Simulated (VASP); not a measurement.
Al12H, 13 atoms in the cell. The cell holds a slab with vacuum, 13 atoms: a = 5.714 Å, b = 5.714 Å, c = 20.102 Å, α = 90.00°, β = 90.00°, γ = 120.00°. 

- Program: VASP 6.6.1
- Task: single point
- Functional: PBE
- Potentials or basis: VASP PAW PBE potentials, release 64 (Al, H)
- Cutoff: 520 eV
- k mesh: 6 × 6 × 1
- Occupations: gaussian, width 0.1 eV
- Spin: no spin polarisation
- Dipole correction: yes
- Further INCAR settings: ALGO = Normal; EDIFF = 1e-06; NBANDS = 30

Potentials or basis: VASP PAW PBE potentials, release 64 (Al, H).

Run with:

```sh
$ cat potpaw_PBE.64/Al/POTCAR potpaw_PBE.64/H/POTCAR > POTCAR
$ mpirun -np 1 vasp_std > vasp.out
```

Hardware: 1 thread of Intel Xeon 8259CL, with other jobs on the host.

**Question.** Estimate the wall time of this run.

**Answer.** Run time: 8 min on 1 thread of Intel Xeon 8259CL (shared host), peak memory 0.6 GiB. Counts: scf iterations 24, k points 7.
